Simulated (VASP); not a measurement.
Input of a VASP 6.6.1 run:

File INCAR:

```
SYSTEM = SiGe2N2
ALGO     = Normal         ! electronic algorithm
EDIFF    = 1E-6           ! SCF threshold, eV
ENCUT    = 520            ! plane-wave cutoff, eV
GGA      = PE             ! functional
ISIF     = 2              ! what is computed and relaxed
ISMEAR   = 0              ! smearing method
LASPH    = .True.         ! aspherical terms in the spheres
LCHARG   = .True.         ! write CHGCAR
LELF     = .True.         ! ELF
LREAL    = .False.        ! projectors in reciprocal space
LVHAR    = .True.       
LWAVE    = .False.        ! write WAVECAR
NBANDS   = 53             ! bands
NELM     = 60             ! most SCF steps
PREC     = Accurate       ! precision mode
SIGMA    = 0.1            ! smearing width, eV
```

File KPOINTS:

```
k-points
0
Gamma
  6 6 12
  0 0 0
```

File POSCAR:

```
SiGe2N2
1.0
    6.6085844637      0.0000000000      0.0000000000
    0.0000000000      6.6085844637      0.0000000000
    0.0000000000      0.0000000000      3.3004363640
Si Ge N
2 4 4
Direct
    0.0000000000      0.0000000000      0.0000000000
    0.5000000000      0.5000000000      0.0000000000
    0.3407940002      0.8407940002      0.5000000000
    0.1592059998      0.3407940002      0.5000000000
    0.6592059998      0.1592059998      0.5000000000
    0.8407940002      0.6592059998      0.5000000000
    0.1355766293      0.6355766293      0.5000000000
    0.3644233707      0.1355766293      0.5000000000
    0.8644233707      0.3644233707      0.5000000000
    0.6355766293      0.8644233707      0.5000000000
```

Potentials or basis: VASP PAW PBE potentials, release 64 (Si, Ge_d, N).

The run is started by

```bash
$ cat potpaw_PBE.64/Si/POTCAR potpaw_PBE.64/Ge_d/POTCAR potpaw_PBE.64/N/POTCAR > POTCAR
$ mpirun -np 1 vasp_std > vasp.out
```

(1) Predict the pressure.

(2) Estimate the band gap on the k mesh.

## Answers

(1) -0.2 GPa.

(2) zero (band 42 reaches 7.44 eV, above the bottom of band 43 at 5.86 eV).
